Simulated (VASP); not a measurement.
# ZnO (Cmmm) in VASP: a series of runs

Runs on ZnO. Level: PBE. Tasks: single point, relaxation of cell and atoms.

Everything below comes from runs of VASP 6.6.1. Logs are shortened: lines on timing, memory, paths and dates and some standing lists are left out, and cuts for length are marked.

## (1) The cell of the first run

Symmetry: Cmmm, No. 65, orthorhombic system. Conventional cell: a = 4.422 Å, b = 5.012 Å, c = 2.568 Å, α = 90.00°, β = 90.00°, γ = 90.00°. Zn (site symmetry mmm) has 4 O at 2.21 to 2.51 Å and 2 Zn at 2.57 Å within 2.9 Å. Within 2.9 Å of O (site symmetry mmm) lie 4 Zn at 2.21 to 2.51 Å and 2 O at 2.57 Å.

The cell was generated, and may not be a known phase.

## (2) Single point, PBE

Input file INCAR:

```
SYSTEM = ZnO
  ALGO = Normal
  EDIFF = 1E-7
  ENCUT = 520
  GGA = PE
  ISIF = 2
  ISMEAR = 0
  LASPH = .TRUE.
  LCHARG = .FALSE.
  LREAL = .FALSE.
  LWAVE = .FALSE.
  NBANDS = 16
  NELM = 100
  PREC = Accurate
  SIGMA = 0.1
```

Input file KPOINTS:

```
k-points
0
G
  6 6 6
  0 0 0
```

Input file POSCAR:

```
ZnO
1.0
    2.2108579900     -2.5057941000      0.0000000000
    2.2108579900      2.5057941000      0.0000000000
    0.0000000000      0.0000000000      2.5682036700
Zn O
1 1
Direct
    0.0000000000      0.0000000000      0.5000000000
    0.5000000000      0.5000000000      0.5000000000
```

Potentials or basis: VASP PAW PBE potentials, release 64 (Zn, O).

Run with:

```bash
$ cat potpaw_PBE.64/Zn/POTCAR potpaw_PBE.64/O/POTCAR > POTCAR
$ mpirun -np 1 vasp_std > vasp.out
```

OUTCAR:

```text
SYSTEM = ZnO
   EDIFF = 1E-7
   ENCUT = 520
   GGA = PE
   ISIF = 2
   ISMEAR = 0
   LASPH = .TRUE.
   LREAL = .FALSE.
   NELM = 100
   PREC = Accurate

 ion  position               nearest neighbor table
   1  0.000  0.000  0.500-   2 2.21   2 2.21   2 2.51   2 2.51
   2  0.500  0.500  0.500-   1 2.21   1 2.21   1 2.51   1 2.51

  LATTYP: Found a base centered orthorhombic cell.
 ALAT       =     4.4217159800
 B/A-ratio  =     1.1334034621
 C/A-ratio  =     0.5808160636

  Lattice vectors:

 A1 = (   2.2108579900,  -2.5057941000,   0.0000000000)
 A2 = (   2.2108579900,   2.5057941000,   0.0000000000)
 A3 = (   0.0000000000,   0.0000000000,   2.5682036700)

Analysis of symmetry for initial positions (statically):
=====================================================================
 Subroutine PRICEL returns:
 Original cell was already a primitive cell.

 Routine SETGRP: Setting up the symmetry group for a
 base centered orthorhombic supercell.

 Subroutine GETGRP returns: Found  8 space group operations
 (whereof  8 operations were pure point group operations)
 out of a pool of  8 trial point group operations.

The static configuration has the point symmetry D_2h.

Analysis of symmetry for dynamics (positions and initial velocities):
=====================================================================
 Subroutine PRICEL returns:
 Original cell was already a primitive cell.

 Routine SETGRP: Setting up the symmetry group for a
 base centered orthorhombic supercell.

 Subroutine GETGRP returns: Found  8 space group operations
 (whereof  8 operations were pure point group operations)
 out of a pool of  8 trial point group operations.

The dynamic configuration has the point symmetry D_2h.

 Subroutine INISYM returns: Found  8 space group operations
 (whereof  8 operations are pure point group operations),
 and found     1 'primitive' translations

----------------------------------------------------------------------------------------

                                     Primitive cell

  volume of cell :      28.4555

  direct lattice vectors                    reciprocal lattice vectors
     2.210857990 -2.505794100  0.000000000     0.226156543 -0.199537544  0.000000000
     2.210857990  2.505794100  0.000000000     0.226156543  0.199537544  0.000000000
     0.000000000  0.000000000  2.568203670     0.000000000  0.000000000  0.389377218

  length of vectors
     3.341690758  3.341690758  2.568203670     0.301599094  0.301599094  0.389377218

  position of ions in fractional coordinates (direct lattice)
     0.000000000  0.000000000  0.500000000
     0.500000000  0.500000000  0.500000000

  ion indices of the primitive-cell ions
   primitive index   ion index
                 1           1
                 2           2

----------------------------------------------------------------------------------------

 KPOINTS: k-points

Automatic generation of k-mesh.
 Grid dimensions read from file:
 generate k-points for:    6    6    6

 Generating k-lattice:

  Cartesian coordinates                     Fractional coordinates (reciprocal lattice)
     0.037692757 -0.033256257  0.000000000     0.166666667 -0.000000000  0.000000000
     0.037692757  0.033256257  0.000000000    -0.000000000  0.166666667  0.000000000
     0.000000000  0.000000000  0.064896203     0.000000000  0.000000000  0.166666667

  Length of vectors
     0.050266516  0.050266516  0.064896203

  Shift w.r.t. Gamma in fractional coordinates (k-lattice)
     0.000000000  0.000000000  0.000000000

 Subroutine IBZKPT returns following result:
 ===========================================

 Found     52 irreducible k-points:

 Following reciprocal coordinates:
            Coordinates               Weight
  0.000000  0.000000  0.000000      1.000000
  0.166667 -0.000000  0.000000      4.000000
  0.333333 -0.000000  0.000000      4.000000
  0.500000 -0.000000  0.000000      2.000000
  0.166667  0.166667  0.000000      2.000000
  0.333333  0.166667  0.000000      4.000000
[... 16 lines left out ...]
  0.333333  0.333333  0.166667      4.000000
  0.500000  0.333333  0.166667      8.000000
 [... further k-points ...]
   k-points           NKPTS =     52   k-points in BZ     NKDIM =     52   number of bands    NBANDS=     16
   number of dos      NEDOS =    301   number of ions     NIONS =      2
   total plane-waves  NPLWV =  15680
   dimension x,y,z NGX =    28 NGY =   28 NGZ =   20
   dimension x,y,z NGXF=    56 NGYF=   56 NGZF=   40
   ions per type =               1   1
   NGX,Y,Z   is equivalent  to a cutoff of  13.93, 13.93, 12.95 a.u.
   NGXF,Y,Z  is equivalent  to a cutoff of  27.86, 27.86, 25.89 a.u.
 SYSTEM =  ZnO
   PREC   = accura    normal or accurate (medium, high low for compatibility)
   ISTART =      0    job   : 0-new  1-cont  2-samecut
   ICHARG =      2    charge: 1-file 2-atom 10-const
   ISPIN  =      1    spin polarized calculation?
   LNONCOLLINEAR =      F non collinear calculations
   LSORBIT =      F    spin-orbit coupling
   LASPH  =      T    aspherical Exc in radial PAW
   ENCUT  =  520.0 eV  38.22 Ry    6.18 a.u.   6.21  6.21  4.78*2*pi/ulx,y,z
   NELM   =    100;   NELMIN=  2; NELMDL= -5     # of ELM steps
   EDIFF  = 0.1E-06   stopping-criterion for ELM
   LREAL  =      F    real-space projection
   EDIFFG = 0.1E-05   stopping-criterion for IOM
   NSW    =      0    number of steps for IOM
   IBRION =     -1    ionic relax: 0-MD 1-quasi-New 2-CG
   NFREE  =      0    steps in history (QN), initial steepest desc. (CG)
   ISIF   =      2    stress and relaxation
   ISYM   =      2    0-nonsym 1-usesym 2-fastsym
   POTIM  = 0.5000    time-step for ionic-motion
   TEBEG  =    0.0;   TEEND  =   0.0 temperature during run
   PSTRESS=    0.0 pullay stress
   NELECT =      18.0000    total number of electrons
   NUPDOWN=      -1.0000    fix difference up-down
   EMIN   =  10.00;   EMAX   =-10.00  energy-range for DOS
   EFERMI =   0.00;   METHOD = LEGACY
   ISMEAR =     0;   SIGMA  =   0.10  broadening in eV -4-tet -1-fermi 0-gaus
   EFERMI_NEDOS =   21; number of points for ismear=-14 and -15
   IALGO  =     38    algorithm
   IMIX   =      4    mixing-type and parameters
     AMIX     =   0.40;   BMIX     =  1.00
     AMIX_MAG =   1.60;   BMIX_MAG =  1.00
  volume/ion in A,a.u.               =      14.23        96.01
  Fermi-wavevector in a.u.,A,eV,Ry     =   1.405326  2.655681 26.870709  1.974941
  Thomas-Fermi vector in A             =   2.527798
   LORBIT       =      0    0 simple, 1 ext, 2 COOP (PROOUT), +10 PAW based schemes
   GGA     = PE    functional components
   LHFCALC =     F    Hartree Fock is set to
   AEXX    =    0.0000 exact exchange contribution
   IVDW    =     0    specifies the selected vdW correction
   LEPSILON=     F    determine dielectric tensor
   LRPA    =     F    only Hartree local field effects (RPA)
 non-spin polarized calculation
 Gauss-broadening in eV      SIGMA  =   0.10
  energy-cutoff  :      520.00
  volume of cell :       28.46
 maximum number of plane-waves:       782
 NGX is ok and might be reduce to    28
   NGX = 13   NGY = 13   NGZ =  9

 number of electron      18.0000002 magnetization

 Free energy of the ion-electron system (eV)
  ---------------------------------------------------
  ext. energy  EPLUGINS =         0.00000000
  ---------------------------------------------------
  free energy    TOTEN  =        -6.42489061 eV

  energy without entropy =       -6.41669701  energy(sigma->0) =       -6.42079381

 E-fermi :   1.0318     XC(G=0): -10.3390

 val. band max:        1.0299443349   @ k =   0.1667  -0.0000   0.0000
 cond. band min:       1.0333375480   @ k =   0.0000   0.0000   0.3333
 fundamental gap:      0.0033932131
 Fermi energy:         1.0318298212

 k-point     1 :       0.0000    0.0000    0.0000
  band No.  band energies     occupation
      1     -16.5919      2.00000
      2      -6.5901      2.00000
      3      -5.6952      2.00000
      4      -5.4382      2.00000
      5      -5.4105      2.00000
      6      -5.3736      2.00000
[... 8 lines left out ...]
     15      18.3322      0.00000
     16      18.5730      0.00000

 k-point     2 :       0.1667   -0.0000    0.0000
  band No.  band energies     occupation
      1     -16.5094      2.00000
      2      -6.5824      2.00000
      3      -5.7022      2.00000
      4      -5.5592      2.00000
      5      -5.4178      2.00000
      6      -5.3808      2.00000
[... 8 lines left out ...]
     15      18.3400      0.00000
     16      18.9541      0.00000

 k-point     3 :       0.3333   -0.0000    0.0000
  band No.  band energies     occupation
      1     -16.3355      2.00000
      2      -6.5682      2.00000
      3      -5.9132      2.00000
      4      -5.7812      2.00000
      5      -5.4399      2.00000
      6      -5.3875      2.00000
[... 8 lines left out ...]
     15      18.6549      0.00000
     16      20.7071      0.00000

 k-point     4 :       0.5000   -0.0000    0.0000
  band No.  band energies     occupation
      1     -16.2435      2.00000
      2      -6.5633      2.00000
      3      -6.1696      2.00000
      4      -5.8605      2.00000
      5      -5.4527      2.00000
      6      -5.3889      2.00000
[... 8 lines left out ...]
     15      18.3459      0.00000
     16      21.6236      0.00000
[... 324 lines left out ...]
 k-point    22 :      -0.1667    0.1667    0.1667
  band No.  band energies     occupation
      1     -16.2667      2.00000
      2      -6.2496      2.00000
      3      -5.6236      2.00000
      4      -5.5766      2.00000
      5      -5.5238      2.00000
      6      -5.5145      2.00000
[... 8 lines left out ...]
     15      19.2501      0.00000
     16      19.4641      0.00000

 k-point    23 :       0.3333    0.3333    0.1667
  band No.  band energies     occupation
      1     -15.9954      2.00000
      2      -6.2280      2.00000
      3      -5.8000      2.00000
      4      -5.6418      2.00000
      5      -5.5543      2.00000
      6      -5.4730      2.00000
[... 8 lines left out ...]
     15      18.7364      0.00000
     16      20.9878      0.00000

 k-point    24 :       0.5000    0.3333    0.1667
  band No.  band energies     occupation
      1     -15.9821      2.00000
      2      -6.2127      2.00000
      3      -5.6470      2.00000
      4      -5.6100      2.00000
      5      -5.4302      2.00000
      6      -5.4080      2.00000
[... 8 lines left out ...]
     15      18.3912      0.00000
     16      20.3278      0.00000

 [... further k-points ...]

------------------------ aborting loop because EDIFF is reached ----------------------------------------

  FORCE on cell =-STRESS in cart. coord.  units (eV):
  Direction    XX          YY          ZZ          XY          YZ          ZX
  --------------------------------------------------------------------------------------
  -------------------------------------------------------------------------------------
  Total       -6.1092478     -4.1985131      2.1487422      0.0000000      0.0000000      0.0000000
  in kB     -343.9795606   -236.3961532    120.9843543      0.0000000      0.0000000      0.0000000
  external PRESSURE =    -153.1304531 kB  Pullay stress =       0.0000000 kB

 VOLUME and BASIS-vectors are now :
 -----------------------------------------------------------------------------
  energy-cutoff  :      520.00
  volume of cell :       28.46
      direct lattice vectors                 reciprocal lattice vectors
     2.210857990 -2.505794100  0.000000000     0.226156543 -0.199537544  0.000000000
     2.210857990  2.505794100  0.000000000     0.226156543  0.199537544  0.000000000
     0.000000000  0.000000000  2.568203670     0.000000000  0.000000000  0.389377218

 POSITION                                       TOTAL-FORCE (eV/Angst)
 -----------------------------------------------------------------------------------
      0.00000      0.00000      1.28410        -0.000000      0.000000      0.000000
      2.21086      0.00000      1.28410         0.000000     -0.000000      0.000000
 -----------------------------------------------------------------------------------
    total drift:                                0.000000      0.000000      0.000000

  FREE ENERGIE OF THE ION-ELECTRON SYSTEM (eV)
  ---------------------------------------------------
  free  energy   TOTEN  =        -6.4248906088 eV

  energy  without entropy=       -6.4166970052  energy(sigma->0) =       -6.42079381
```

Run time: 48 s. Hardware: 1 thread of AMD EPYC 7R13, shared host; peak memory 0.12 GiB.

Results:

* Free energy: -6.4249 eV
* Pressure: -15.3 GPa
* Band gap on the k mesh: zero (bands 9 and 10 overlap by 0.79 eV)

Levels at points of the mesh, in eV from the Fermi level:
```
           k point  band 7  band 8  band 9  band 10  band 11  band 12
(0.00, 0.00, 0.00)   -3.15   -3.06   -2.19    -0.04     9.10     9.76
(0.50, 0.00, 0.00)   -5.70   -1.60    0.12     2.34     2.98     8.40
(0.50, 0.50, 0.00)   -4.56   -4.44   -1.54     0.11     6.13     7.82
(0.00, 0.00, 0.50)   -4.35   -2.32   -1.48     2.58     2.79    13.79
(0.50, 0.00, 0.50)   -3.15   -3.02   -1.08     1.22     6.73     7.78
(0.50, 0.50, 0.50)   -3.23   -3.06   -2.89     2.95     4.80     8.26
```

Caveat: the k points lie up to 0.41 Å⁻¹ apart, too coarse for converged energies and pressures of a metal; semilocal functionals underestimate gaps, and a narrow one can read as zero.

## (3) Relaxation of cell and atoms, PBE

Input file INCAR:

```
SYSTEM = ZnO
ALGO = Normal
EDIFF = 1E-6
EDIFFG = -0.04
ENCUT = 600
GGA = PE
IBRION = 2
ISIF = 3
ISMEAR = 0
LASPH = .True.
LCHARG = .False.
LREAL = .False.
LWAVE = .False.
NELM = 80
NSW = 90
PREC = Accurate
SIGMA = 0.1
```

Input file KPOINTS:

```
k-points
0
Gamma
  6 6 6
  0 0 0
```

POSCAR is that of step 2.

Potentials or basis: VASP PAW PBE potentials, release 64 (Zn, O).

Run with:

```bash
$ cat potpaw_PBE.64/Zn/POTCAR potpaw_PBE.64/O/POTCAR > POTCAR
$ mpirun -np 1 vasp_std > vasp.out
```

Run time: 6.3 min. Hardware: 1 thread of AMD EPYC 7R13, shared host; peak memory 0.14 GiB.

It converged, with:

| Property | Result |
| --- | --- |
| Free energy | -8.0817 eV |
| Relaxed volume | 13.72 Å³/atom |
| Relaxed cell | a = 2.852 Å, b = 2.852 Å, c = 3.373 Å, α = 90.00°, β = 90.00°, γ = 90.05° |
| Space group after relaxing (to 0.1 Å) | P4/mmm (No. 123) |
| Energy gained by relaxing | 828.0 meV/atom |
| Ionic steps | 16 |
| Pressure after relaxing | 0.0 GPa |
| Band gap on the k mesh | zero (bands 9 and 10 overlap by 0.33 eV) |

Stress tensor (GPa, compression positive):
```
 0.07  0.00  0.00
 0.00  0.17  0.00
 0.00  0.00 -0.13
```

The path:
```tsv
step	energy change (eV)	largest force (eV/Å)	pressure (GPa)	volume (Å³)
1	0.0000	0.0000	-15.43	28.46
2	-1.2303	0.0000	6.65	22.90
3	-1.2398	0.0000	11.27	22.47
4	-1.4781	0.0000	11.96	23.87
5	-1.5173	0.0000	13.92	24.61
6	-1.6193	0.0000	-5.43	28.47
7	-1.6351	0.0000	-0.98	27.30
8	-1.6351	0.0000	-1.26	27.36
9	-1.6443	0.0000	-0.91	27.53
10	-1.6505	0.0000	-0.25	27.77
11	-1.6505	0.0000	-0.19	27.79
12	-1.6528	0.0000	-0.44	27.77
13	-1.6552	0.0000	-0.84	27.71
14	-1.6549	0.0000	1.06	27.29
15	-1.6557	0.0000	0.03	27.52
16	-1.6560	0.0000	0.04	27.44
```

Final structure:
```
CELL_PARAMETERS angstrom
2.01589 -2.01779 0.00000
2.01589 2.01779 0.00000
0.00000 0.00000 3.37318
ATOMIC_POSITIONS crystal
Zn 0.00000 0.00000 0.50000
O 0.50000 0.50000 0.50000
```

Levels at points of the mesh, in eV from the Fermi level:
| k point | band 5 | band 6 | band 7 | band 8 | band 9 | band 10 | band 11 | band 12 | band 13 |
| --- | --- | --- | --- | --- | --- | --- | --- | --- | --- |
| (0.00, 0.00, 0.00) | -5.79 | -5.57 | -2.66 | -2.66 | -2.57 | -0.41 | 10.58 | 10.68 | 13.37 |
| (0.50, 0.00, 0.00) | -6.02 | -5.76 | -4.67 | -1.22 | -0.12 | 5.33 | 5.50 | 9.33 | 13.36 |
| (0.50, 0.50, 0.00) | -5.42 | -5.42 | -5.26 | -4.81 | -1.36 | 2.13 | 10.06 | 10.07 | 13.30 |
| (0.00, 0.00, 0.50) | -5.78 | -5.57 | -4.71 | -2.57 | -2.56 | 2.72 | 4.17 | 14.96 | 17.95 |
| (0.50, 0.00, 0.50) | -5.80 | -5.66 | -4.19 | -2.05 | -0.08 | 2.40 | 8.61 | 8.68 | 10.30 |
| (0.50, 0.50, 0.50) | -5.26 | -5.15 | -5.15 | -4.81 | -2.15 | 4.54 | 5.96 | 9.57 | 9.58 |

Caveat: the k points lie up to 0.37 Å⁻¹ apart in the final cell; semilocal functionals underestimate gaps, and a narrow one can read as zero; a cell axis changed by over 15 % at a fixed basis, so the end point is rough.

## (4) Single point, PBE, collinear spin, ferromagnetic start

Input file INCAR:

```
SYSTEM = ZnO
PREC = Accurate
ENCUT = 520
EDIFF = 1E-6
ISMEAR = 0
SIGMA = 0.1
LREAL = .False.
LASPH = .True.
NELM = 150
ALGO = Normal
ISIF = 2
LWAVE = .False.
LCHARG = .False.
ISPIN = 2
MAGMOM = 0 1
LORBIT = 11
GGA = PE
NBANDS = 20
```

Input file KPOINTS:

```
Automatic mesh
0
Gamma
  6 6 6
  0 0 0
```

POSCAR is that of step 3.

Run with:

```bash
$ cat potpaw_PBE.64/Zn/POTCAR potpaw_PBE.64/O/POTCAR > POTCAR
$ mpirun -np 1 vasp_std > vasp.out
```

It took 1.9 min on 1 thread of AMD EPYC 7R13, shared host; peak memory 0.15 GiB.

The run converged. Its results:

* Free energy: -6.4323 eV
* Pressure: -15.5 GPa
* Net moment: -0.17 μB per cell
* Site moments: Zn +0.00; O -0.16 μB
* Valence electrons inside the program's atomic spheres: Zn 10.52; O 4.79

Stress tensor (GPa, compression positive):
```
-36.69   0.00   0.00
  0.00 -24.86   0.00
  0.00   0.00  14.96
```

Levels at points of the mesh, in eV from the Fermi level:
Spin up:
```
           k point  band 6  band 7  band 8  band 9  band 10  band 11  band 12  band 13
(0.00, 0.00, 0.00)   -6.37   -2.97   -2.97   -2.00     0.47     9.17     9.82    11.32
(0.50, 0.00, 0.00)   -6.39   -5.62   -1.41    0.63     2.49     3.07     8.46    14.75
(0.50, 0.50, 0.00)   -6.22   -4.40   -4.29   -1.49     0.63     6.26     7.94    14.46
(0.00, 0.00, 0.50)   -6.19   -4.04   -2.12   -1.28     2.78     2.88    13.86    14.34
(0.50, 0.00, 0.50)   -6.28   -3.01   -2.62   -0.89     1.27     6.85     7.87    10.98
(0.50, 0.50, 0.50)   -6.13   -3.05   -2.72   -2.63     3.00     4.85     8.33     9.60
```
Spin down:
| k point | band 6 | band 7 | band 8 | band 9 | band 10 | band 11 | band 12 | band 13 |
| --- | --- | --- | --- | --- | --- | --- | --- | --- |
| (0.00, 0.00, 0.00) | -6.37 | -3.09 | -3.01 | -2.12 | -0.17 | 9.17 | 9.85 | 11.31 |
| (0.50, 0.00, 0.00) | -6.39 | -5.64 | -1.53 | -0.02 | 2.41 | 3.05 | 8.47 | 14.76 |
| (0.50, 0.50, 0.00) | -6.23 | -4.48 | -4.36 | -1.48 | -0.02 | 6.21 | 7.90 | 14.43 |
| (0.00, 0.00, 0.50) | -6.19 | -4.37 | -2.25 | -1.41 | 2.58 | 2.84 | 13.85 | 14.35 |
| (0.50, 0.00, 0.50) | -6.28 | -3.09 | -3.09 | -1.01 | 1.30 | 6.79 | 7.84 | 10.88 |
| (0.50, 0.50, 0.50) | -6.13 | -3.16 | -3.13 | -2.82 | 3.02 | 4.86 | 8.36 | 9.64 |

Caveat: the k points lie up to 0.41 Å⁻¹ apart; a moment this small can come from the mesh or the smearing.

## (5) Summary

```csv
task,spin,cell,cutoff (eV),gap on the mesh (eV),pressure (GPa)
single point,off,as given,520,none,-15.3
relaxation of cell and atoms,off,relaxed,600,none,0.0
single point,"collinear, ferromagnetic start",as given,520,none,-15.5
```

Alike in all rows: level PBE; potentials or basis VASP PAW PBE potentials, release 64 (Zn, O); k mesh 6 × 6 × 6; smearing gaussian 0.1 eV.

Caveats: all runs use coarse meshes; semilocal functionals underestimate gaps, and a narrow one can read as zero (at least some runs); a cell axis changed by over 15 % at a fixed basis, so the end point is rough (at least some runs); a moment this small can come from the mesh or the smearing (at least some runs).

Total energies depend on the potentials used, so only differences within one code and one set of settings carry meaning.

The gap in the log of VASP goes by the Fermi energy; the results here count the filled bands.